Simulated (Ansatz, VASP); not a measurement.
## One calculation of SnTe, two programs

```
Sn Te
1.0
     5.39676    0.00000    0.00000
    -2.69838    4.67373    0.00000
     0.00000    0.00000    6.48780
Sn Te
2 2
Direct
  0.33333 0.66667 0.95402
  0.66667 0.33333 0.45402
  0.33333 0.66667 0.42098
  0.66667 0.33333 0.92098
```

Alike in both runs: task single point; functional r2SCAN; k mesh 6 × 6 × 4; no spin polarisation.

|  | VASP | Ansatz |
| --- | --- | --- |
| version | VASP 6.6.1 | Ansatz 0.2.0 |
| potentials or method | VASP PAW PBE potentials, release 64 (Sn_d, Te) | plane waves |
| plane-wave cutoff (eV) | 520 | 500 |
| occupations | gaussian, width 0.01 eV | fixed |
| valence electrons in the cell | 40 | 60 |

```csv
,VASP,Ansatz,Ansatz less VASP
gap on the k mesh at the Fermi level (eV),0.65,0.65,+0.002
pressure (GPa),0.0,0.0,0.00
rms of the force components (eV/Å),0.004,0.000,-0.0042
```

VASP's potentials were made for PBE, not for r2SCAN. Atom by atom the forces differ by 0.004 eV/Å (rms over components). VASP's potentials hold 40 valence electrons a cell and Ansatz's 60, so a difference there can come from the potentials and not from the codes.

Neither program's run includes spin-orbit coupling.
